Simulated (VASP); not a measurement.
Set up this calculation in VASP 6.6.1, as the native input.

| Property | Result |
| --- | --- |
| Task | single point |
| Functional | PBEsol |
| Potentials or basis | VASP PAW PBE potentials, release 64 (Si, C) |
| Cutoff | 520 eV |
| k mesh | 10 × 10 × 10 |
| Occupations | gaussian, width 0.01 eV |
| Spin | no spin polarisation |
| Dipole correction | no |
| Further INCAR settings | ALGO = Normal; EDIFF = 1e-06; NBANDS = 11 |

The structure of SiC lies in POSCAR:

```
SiC
1.0
    2.1658123179      2.1658123179      0.0000000000
   -2.1658123179      2.1658123179      0.0000000000
    0.0000000000      2.1658123179      2.1658123179
Si C
1 1
Direct
    0.0000000000      0.0000000000      0.0000000000
    0.7500000000      0.2500000000      0.5000000000
```

These files were run (other wordings do the same):

INCAR

```
ALGO = Normal
EDIFF = 1E-6
ENCUT = 520
GGA = PS
ISIF = 2
ISMEAR = 0
LASPH = T
LCHARG = T
LELF = T
LREAL = F
LVHAR = T
LWAVE = F
NBANDS = 11
NELM = 80
PREC = Accurate
SIGMA = 0.01
```

KPOINTS

```
k-points
0
Gamma
  10 10 10
```

Potentials or basis: VASP PAW PBE potentials, release 64 (Si, C).

The run is started by

```sh
$ cat potpaw_PBE.64/Si/POTCAR potpaw_PBE.64/C/POTCAR > POTCAR
$ mpirun -np 1 vasp_std > vasp.out
```

It gave:

```yaml
Pressure: 4.4 GPa
Band_gap_on_the_k_mesh: 1.22 eV, indirect (least direct gap 4.46 eV)
```

Caveat: the PAW data sets were made with another functional, which shifts forces and pressure a little.

Wall time 15 s on 1 thread of Intel Xeon 6975P-C (shared host), peak memory 0.14 GiB.
